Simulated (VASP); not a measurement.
# KTaO3: single point with PBE

KTaO3:

```
CELL_PARAMETERS angstrom
4.09817 -0.63049 -0.63049
-0.63049 4.09817 -0.63049
-0.63049 -0.63049 4.09817
ATOMIC_POSITIONS crystal
K 0.50000 0.50000 0.50000
Ta 0.00000 0.00000 0.00000
O 0.50000 0.00000 0.00000
O 0.00000 0.50000 0.00000
O 0.00000 0.00000 0.50000
```

This cell differs from its parent crystal: ratio of the length along [111] to the lengths across it x 0.6, volume and fractional coordinates fixed.

* Program: VASP 6.6.1
* Task: single point
* Functional: PBE
* Potentials or basis: VASP PAW PBE potentials, release 64 (K_sv, Ta_sv_GW, O)
* Cutoff: 700 eV
* k mesh: 8 × 8 × 8
* Occupations: gaussian, width 0.05 eV
* Spin: no spin polarisation
* Dipole correction: no
* Further INCAR settings: ALGO = Normal; EDIFF = 1e-06; NBANDS = 28

```yaml
Pressure: 4.7 GPa
Band_gap_on_the_k_mesh: zero (bands 20 and 21 overlap by 0.21 eV)
```

Stress tensor (GPa, compression positive):
```
 4.73 32.49 32.49
32.49  4.73 32.49
32.49 32.49  4.73
```

Levels at points of the mesh, in eV from the Fermi level:
```csv
k point,band 17,band 18,band 19,band 20,band 21,band 22,band 23,band 24
"(0.00, 0.00, 0.00)",-2.19,-0.70,-0.62,-0.12,-0.12,0.02,0.02,3.85
"(0.50, 0.00, 0.00)",-2.64,-2.54,-1.74,-0.31,1.60,2.22,3.19,4.36
"(0.50, 0.50, 0.00)",-2.66,-2.04,-1.88,-0.21,0.47,2.89,2.96,5.05
"(0.50, 0.50, 0.50)",-2.23,-0.30,-0.30,0.09,3.63,3.82,3.82,6.77
```

Wall time 2.9 min on 1 thread of Intel(R) Xeon(R) Platinum 8259CL CPU @ 2.50GHz (Skylake/Cascade Lake) (shared host), peak memory 0.34 GiB.

Caveat: the cell stands under pressure; spin-orbit coupling is left out, which moves the levels of the heavy elements.
